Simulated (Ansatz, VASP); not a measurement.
Al2H in VASP and in Ansatz

```
Al H
1.0
     0.00000    2.74416    2.74416
     2.74416    0.00000    2.74416
     2.74416    2.74416    0.00000
Al H
2 1
Direct
  0.25000 0.25000 0.25000
  0.75000 0.75000 0.75000
  0.00000 0.00000 0.00000
```

Change from the starting cell: species swapped into the CoSi2 type (Fm-3m, No. 225).

Alike in both runs: functional PBE; k mesh 6 × 6 × 6; occupations gaussian, width 0.2 eV; no spin polarisation.

Ansatz relaxed the structure, and its values are those at the end. VASP's run is a single point on that final structure, the one shown.

```csv
,VASP,Ansatz
version,VASP 6.6.1,Ansatz 0.2.0
potentials or method,"VASP PAW PBE potentials, release 64 (Al, H), cutoff 500 eV","scalar-relativistic, plane waves, PAW"
valence electrons in the cell,7,7
```

```csv
,VASP,Ansatz,Ansatz less VASP
gap on the k mesh at the Fermi level (eV),none,none,-
pressure (GPa),0.2,0.2,+0.07
```

A gap of «none» marks a metal or a gap that the smearing closes.
